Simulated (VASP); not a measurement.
# Ag (Fd-3m) in VASP: further runs

Ag is run at these levels: PBE; tasks: single point, relaxation of cell and atoms.

Program: VASP 6.6.1. These are calculated values, not measurements. Logs are shortened: lines on timing, memory, paths and dates and some standing lists are left out, and cuts for length are marked.

## (1) The cell of the first run

The structure is cubic, space group Fd-3m (No. 227). The conventional cell has a = 4.520 Å, b = 4.520 Å, c = 4.520 Å, α = 90.00°, β = 90.00°, γ = 90.00°. Within 2.6 Å of Ag (site symmetry -43m) lie 4 Ag at 1.96 Å.

This isn't the form of Ag at room conditions, which is fcc.

## (2) Single point, PBE

INCAR reads:

```
ALGO = Normal
EDIFF = 1E-6
ENCUT = 630
GGA = PE
GGA_COMPAT = False
ISIF = 2
ISMEAR = -1
LASPH = True
LCHARG = True
LELF = True
LREAL = False
LVHAR = True
LWAVE = False
NBANDS = 26
NELM = 120
PREC = Accurate
SIGMA = 0.05
```

KPOINTS reads:

```
k-points
0
Gamma
  15 15 15
```

POSCAR reads:

```
Ag
1.0
    0.0000000000      2.2599059604      2.2599059604
    2.2599059604      0.0000000000      2.2599059604
    2.2599059604      2.2599059604      0.0000000000
Ag
2
Direct
   -0.1250000000     -0.1250000000     -0.1250000000
    0.1250000000      0.1250000000      0.1250000000
```

Potentials or basis: VASP PAW PBE potentials, release 64 (Ag_sv_GW).

Run with:

```console
> cat potpaw_PBE.64/Ag_sv_GW/POTCAR > POTCAR
> mpirun -np 1 vasp_std > vasp.out
```

OUTCAR:

```text
EDIFF = 1E-6
   ENCUT = 630
   GGA = PE
   ISIF = 2
   ISMEAR = -1
   LASPH = True
   LREAL = False
   NELM = 120
   PREC = Accurate

 ion  position               nearest neighbor table
   1  0.875  0.875  0.875-   2 1.96   2 1.96   2 1.96   2 1.96
   2  0.125  0.125  0.125-   1 1.96   1 1.96   1 1.96   1 1.96

  LATTYP: Found a face centered cubic cell.
 ALAT       =     4.5198119208

  Lattice vectors:

 A1 = (   0.0000000000,   2.2599059604,   2.2599059604)
 A2 = (   2.2599059604,   0.0000000000,   2.2599059604)
 A3 = (   2.2599059604,   2.2599059604,   0.0000000000)

Analysis of symmetry for initial positions (statically):
=====================================================================
 Subroutine PRICEL returns:
 Original cell was already a primitive cell.

 Routine SETGRP: Setting up the symmetry group for a
 face centered cubic supercell.

 Subroutine GETGRP returns: Found 48 space group operations
 (whereof 12 operations were pure point group operations)
 out of a pool of 48 trial point group operations.

The static configuration has the point symmetry D_3d.
 The point group associated with its full space group is O_h .

Analysis of symmetry for dynamics (positions and initial velocities):
=====================================================================
 Subroutine PRICEL returns:
 Original cell was already a primitive cell.

 Routine SETGRP: Setting up the symmetry group for a
 face centered cubic supercell.

 Subroutine GETGRP returns: Found 48 space group operations
 (whereof 12 operations were pure point group operations)
 out of a pool of 48 trial point group operations.

The dynamic configuration has the point symmetry D_3d.
 The point group associated with its full space group is O_h .

 Subroutine INISYM returns: Found 48 space group operations
 (whereof 12 operations are pure point group operations),
 and found     1 'primitive' translations

----------------------------------------------------------------------------------------

                                     Primitive cell

  volume of cell :      23.0835

  direct lattice vectors                    reciprocal lattice vectors
     0.000000000  2.259905960  2.259905960    -0.221248144  0.221248144  0.221248144
     2.259905960  0.000000000  2.259905960     0.221248144 -0.221248144  0.221248144
     2.259905960  2.259905960  0.000000000     0.221248144  0.221248144 -0.221248144

  length of vectors
     3.195989659  3.195989659  3.195989659     0.383213027  0.383213027  0.383213027

  position of ions in fractional coordinates (direct lattice)
     0.875000000  0.875000000  0.875000000
     0.125000000  0.125000000  0.125000000

  ion indices of the primitive-cell ions
   primitive index   ion index
                 1           1
                 2           2

----------------------------------------------------------------------------------------

 KPOINTS: k-points

Automatic generation of k-mesh.
 Grid dimensions read from file:
 generate k-points for:   15   15   15

 Generating k-lattice:

  Cartesian coordinates                     Fractional coordinates (reciprocal lattice)
    -0.014749876  0.014749876  0.014749876     0.066666667  0.000000000  0.000000000
     0.014749876 -0.014749876  0.014749876     0.000000000  0.066666667  0.000000000
     0.014749876  0.014749876 -0.014749876     0.000000000  0.000000000  0.066666667

  Length of vectors
     0.025547535  0.025547535  0.025547535

  Shift w.r.t. Gamma in fractional coordinates (k-lattice)
     0.000000000  0.000000000  0.000000000

 Subroutine IBZKPT returns following result:
 ===========================================

 Found    120 irreducible k-points:

 Following reciprocal coordinates:
            Coordinates               Weight
  0.000000  0.000000  0.000000      1.000000
  0.066667  0.000000  0.000000      8.000000
  0.133333  0.000000  0.000000      8.000000
  0.200000  0.000000  0.000000      8.000000
  0.266667  0.000000  0.000000      8.000000
  0.333333  0.000000  0.000000      8.000000
[... 16 lines left out ...]
  0.133333  0.133333  0.000000      6.000000
  0.200000  0.133333  0.000000     24.000000
 [... further k-points ...]
   k-points           NKPTS =    120   k-points in BZ     NKDIM =    120   number of bands    NBANDS=     26
   number of dos      NEDOS =    301   number of ions     NIONS =      2
   total plane-waves  NPLWV =  21952
   dimension x,y,z NGX =    28 NGY =   28 NGZ =   28
   dimension x,y,z NGXF=    56 NGYF=   56 NGZF=   56
   ions per type =               2
   NGX,Y,Z   is equivalent  to a cutoff of  14.56, 14.56, 14.56 a.u.
   NGXF,Y,Z  is equivalent  to a cutoff of  29.13, 29.13, 29.13 a.u.
 SYSTEM =  unknown system
   PREC   = accura    normal or accurate (medium, high low for compatibility)
   ISTART =      0    job   : 0-new  1-cont  2-samecut
   ICHARG =      2    charge: 1-file 2-atom 10-const
   ISPIN  =      1    spin polarized calculation?
   LNONCOLLINEAR =      F non collinear calculations
   LSORBIT =      F    spin-orbit coupling
   LASPH  =      T    aspherical Exc in radial PAW
   ENCUT  =  630.0 eV  46.30 Ry    6.80 a.u.   6.54  6.54  6.54*2*pi/ulx,y,z
   NELM   =    120;   NELMIN=  2; NELMDL= -5     # of ELM steps
   EDIFF  = 0.1E-05   stopping-criterion for ELM
   LREAL  =      F    real-space projection
   EDIFFG = 0.1E-04   stopping-criterion for IOM
   NSW    =      0    number of steps for IOM
   IBRION =     -1    ionic relax: 0-MD 1-quasi-New 2-CG
   NFREE  =      0    steps in history (QN), initial steepest desc. (CG)
   ISIF   =      2    stress and relaxation
   ISYM   =      2    0-nonsym 1-usesym 2-fastsym
   POTIM  = 0.5000    time-step for ionic-motion
   TEBEG  =    0.0;   TEEND  =   0.0 temperature during run
   PSTRESS=    0.0 pullay stress
   NELECT =      38.0000    total number of electrons
   NUPDOWN=      -1.0000    fix difference up-down
   EMIN   =  10.00;   EMAX   =-10.00  energy-range for DOS
   EFERMI =   0.00;   METHOD = LEGACY
   ISMEAR =    -1;   SIGMA  =   0.05  broadening in eV -4-tet -1-fermi 0-gaus
   EFERMI_NEDOS =   21; number of points for ismear=-14 and -15
   IALGO  =     38    algorithm
   IMIX   =      4    mixing-type and parameters
     AMIX     =   0.40;   BMIX     =  1.00
     AMIX_MAG =   1.60;   BMIX_MAG =  1.00
  volume/ion in A,a.u.               =      11.54        77.89
  Fermi-wavevector in a.u.,A,eV,Ry     =   1.933017  3.652872 50.838911  3.736555
  Thomas-Fermi vector in A             =   2.964638
   LORBIT       =      0    0 simple, 1 ext, 2 COOP (PROOUT), +10 PAW based schemes
   GGA     = PE    functional components
   LHFCALC =     F    Hartree Fock is set to
   AEXX    =    0.0000 exact exchange contribution
   IVDW    =     0    specifies the selected vdW correction
   LEPSILON=     F    determine dielectric tensor
   LRPA    =     F    only Hartree local field effects (RPA)
 non-spin polarized calculation
  energy-cutoff  :      630.00
  volume of cell :       23.08
 maximum number of plane-waves:       869
 NGX is ok and might be reduce to    28
   NGX = 13   NGY = 13   NGZ = 13

 number of electron      37.9999996 magnetization

 Free energy of the ion-electron system (eV)
  ---------------------------------------------------
  ext. energy  EPLUGINS =         0.00000000
  ---------------------------------------------------
  free energy    TOTEN  =        17.37921153 eV

  energy without entropy =       17.38301382  energy(sigma->0) =       17.38111267

 E-fermi :  14.5356     XC(G=0): -14.7660

 val. band max:       14.5268595890   @ k =  -0.4667   0.0667   0.0000
 cond. band min:      14.6764917635   @ k =  -0.4667   0.2000   0.0000
 fundamental gap:      0.1496321745
 Fermi energy:        14.5356011266

 k-point     1 :       0.0000    0.0000    0.0000
  band No.  band energies     occupation
      1     -81.3310      2.00000
      2     -79.9376      2.00000
      3     -45.3197      2.00000
      4     -45.3197      2.00000
      5     -45.3197      2.00000
      6     -43.3906      2.00000
[... 18 lines left out ...]
     25      31.5596      0.00000
     26      31.5596      0.00000

 k-point     2 :       0.0667    0.0000    0.0000
  band No.  band energies     occupation
      1     -81.3201      2.00000
      2     -79.9495      2.00000
      3     -45.3304      2.00000
      4     -45.3304      2.00000
      5     -45.3180      2.00000
      6     -43.3908      2.00000
[... 18 lines left out ...]
     25      31.3646      0.00000
     26      31.4587      0.00000

 k-point     3 :       0.1333    0.0000    0.0000
  band No.  band energies     occupation
      1     -81.2883      2.00000
      2     -79.9843      2.00000
      3     -45.3598      2.00000
      4     -45.3598      2.00000
      5     -45.3134      2.00000
      6     -43.3911      2.00000
[... 18 lines left out ...]
     25      30.8949      0.00000
     26      30.8949      0.00000

 k-point     4 :       0.2000    0.0000    0.0000
  band No.  band energies     occupation
      1     -81.2380      2.00000
      2     -80.0390      2.00000
      3     -45.4016      2.00000
      4     -45.4016      2.00000
      5     -45.3074      2.00000
      6     -43.3909      2.00000
[... 18 lines left out ...]
     25      30.3966      0.00000
     26      32.2717      0.00000
[... 496 lines left out ...]
      1     -81.3022      2.00000
      2     -79.9691      2.00000
      3     -45.3664      2.00000
      4     -45.3387      2.00000
      5     -45.3040      2.00000
      6     -43.4029      2.00000
[... 18 lines left out ...]
     25      31.0309      0.00000
     26      31.8226      0.00000

 k-point    23 :       0.1333    0.1333    0.0000
  band No.  band energies     occupation
      1     -81.2734      2.00000
      2     -80.0006      2.00000
      3     -45.4070      2.00000
      4     -45.4070      2.00000
      5     -45.2336      2.00000
      6     -43.4752      2.00000
[... 18 lines left out ...]
     25      30.5729      0.00000
     26      31.1706      0.00000

 k-point    24 :       0.2000    0.1333    0.0000
  band No.  band energies     occupation
      1     -81.2353      2.00000
      2     -80.0421      2.00000
      3     -45.4505      2.00000
      4     -45.4504      2.00000
      5     -45.1944      2.00000
      6     -43.5121      2.00000
[... 18 lines left out ...]
     25      30.8092      0.00000
     26      30.9341      0.00000

 [... further k-points ...]

------------------------ aborting loop because EDIFF is reached ----------------------------------------

  FORCE on cell =-STRESS in cart. coord.  units (eV):
  Direction    XX          YY          ZZ          XY          YZ          ZX
  --------------------------------------------------------------------------------------
  -------------------------------------------------------------------------------------
  Total       56.3477703     56.3477703     56.3477703      0.0000000     -0.0000000      0.0000000
  in kB     3910.9856245   3910.9856245   3910.9856245      0.0000000     -0.0000000      0.0000000
  external PRESSURE =    3910.9856245 kB  Pullay stress =       0.0000000 kB

 VOLUME and BASIS-vectors are now :
 -----------------------------------------------------------------------------
  energy-cutoff  :      630.00
  volume of cell :       23.08
      direct lattice vectors                 reciprocal lattice vectors
     0.000000000  2.259905960  2.259905960    -0.221248144  0.221248144  0.221248144
     2.259905960  0.000000000  2.259905960     0.221248144 -0.221248144  0.221248144
     2.259905960  2.259905960  0.000000000     0.221248144  0.221248144 -0.221248144

 POSITION                                       TOTAL-FORCE (eV/Angst)
 -----------------------------------------------------------------------------------
      3.95484      3.95484      3.95484        -0.000000     -0.000000      0.000000
      0.56498      0.56498      0.56498         0.000000      0.000000     -0.000000
 -----------------------------------------------------------------------------------
    total drift:                                0.000000     -0.000000     -0.000000

  FREE ENERGIE OF THE ION-ELECTRON SYSTEM (eV)
  ---------------------------------------------------
  free  energy   TOTEN  =        17.3792115266 eV

  energy  without entropy=       17.3830138162  energy(sigma->0) =       17.38111267
```

Wall time 62 s (1 thread of Intel Xeon 6975P-C (Granite Rapids), shared host); peak memory 0.24 GiB.

What came out:

| Property | Result |
| --- | --- |
| Free energy | 17.3792 eV |
| Pressure | 391.1 GPa |
| Band gap on the k mesh | zero (bands 19 and 20 overlap by 0.80 eV) |

Levels at points of the mesh, in eV from the Fermi level:
| k point | band 15 | band 16 | band 17 | band 18 | band 19 | band 20 | band 21 | band 22 | band 23 | band 24 |
| --- | --- | --- | --- | --- | --- | --- | --- | --- | --- | --- |
| (0.00, 0.00, 0.00) | -6.19 | -6.19 | -6.19 | -3.03 | -3.03 | 13.00 | 13.19 | 13.19 | 13.19 | 15.80 |

Caveat: atoms lie so close that the PAW spheres overlap strongly, which falsifies energies and pressures; the cell stands under pressure.

## (3) Relaxation of cell and atoms, PBE, target pressure 390 GPa, at which the enthalpy is minimised

This run uses another cell than the first one, of 9.71 Å³/atom.

INCAR reads:

```
SYSTEM = Ag
  PREC = Accurate
  ENCUT = 630
  EDIFF = 1E-7
  ISMEAR = -1
  SIGMA = 0.05
  LREAL = .False.
  LASPH = .True.
  NELM = 120
  ALGO = Normal
  ISIF = 3
  LWAVE = .False.
  LCHARG = .False.
  GGA = PE
  IBRION = 2
  NSW = 60
  EDIFFG = -0.005
  PSTRESS = 3900.0
  GGA_COMPAT = .False.
  NELMIN = 4
```

KPOINTS reads:

```
Automatic mesh
0
Gamma
  15 15 15
  0 0 0
```

POSCAR reads:

```
Ag
1.0
    0.0000000000      2.1331374130      2.1331374130
    2.1331374130      0.0000000000      2.1331374130
    2.1331374130      2.1331374130      0.0000000000
Ag
2
Direct
   -0.1250000000     -0.1250000000     -0.1250000000
    0.1250000000      0.1250000000      0.1250000000
```

Potentials or basis: VASP PAW PBE potentials, release 64 (Ag_sv_GW).

Run with:

```console
> cat potpaw_PBE.64/Ag_sv_GW/POTCAR > POTCAR
> mpirun -np 1 vasp_std > vasp.out
```

Run time: 6 min. Hardware: 1 thread of Intel Xeon 6975P-C (Granite Rapids), shared host; peak memory 0.23 GiB.

Results (log left out):

* Free energy: 17.4753 eV
* Relaxed volume: 11.53 Å³/atom
* Relaxed cell: a = 3.195 Å, b = 3.195 Å, c = 3.195 Å, α = 60.00°, β = 60.00°, γ = 60.00°
* Space group after relaxing (to 0.1 Å): Fd-3m (No. 227)
* Energy change on relaxing (the run minimises the enthalpy): -6060.3 meV/atom
* Ionic steps: 10
* Pressure after relaxing: 390.0 GPa
* Band gap on the k mesh: zero (bands 19 and 20 overlap by 0.80 eV)

Step by step:
| step | energy change (eV) | largest force (eV/Å) | pressure (GPa) | volume (Å³) |
| --- | --- | --- | --- | --- |
| 1 | 0.0000 | 0.0000 | 711.47 | 19.41 |
| 2 | 372.7112 | 0.0000 | -1390.92 | 141.64 |
| 3 | -5.3586 | 0.0000 | 565.82 | 20.76 |
| 4 | -8.0263 | 0.0000 | 495.34 | 21.57 |
| 5 | -11.8083 | 0.0000 | 397.92 | 22.93 |
| 6 | -12.1044 | 0.0000 | 390.41 | 23.05 |
| 7 | -12.2912 | 0.0000 | 385.69 | 23.13 |
| 8 | -10.1401 | 0.0000 | 440.51 | 22.30 |
| 9 | -12.1240 | 0.0000 | 389.93 | 23.06 |
| 10 | -12.1207 | 0.0000 | 390.00 | 23.06 |

Final structure:
```
Ag
1.0
     0.00000    2.25917    2.25917
     2.25917    0.00000    2.25917
     2.25917    2.25917    0.00000
Ag
2
Direct
  0.87500 0.87500 0.87500
  0.12500 0.12500 0.12500
```

Levels at points of the mesh, in eV from the Fermi level:
```csv
k point,band 16,band 17,band 18,band 19,band 20,band 21,band 22,band 23
"(0.00, 0.00, 0.00)",-6.20,-6.20,-3.03,-3.03,13.00,13.19,13.19,13.19
```

Caveat: the cell is relaxed towards a set pressure, so the run minimises the enthalpy, not the energy; the volume moved by over 15 % at a fixed basis, so the end points are rough; atoms lie so close that the PAW spheres overlap strongly, which falsifies energies and pressures.

The gap in the log of VASP goes by the Fermi energy; the results here count the filled bands.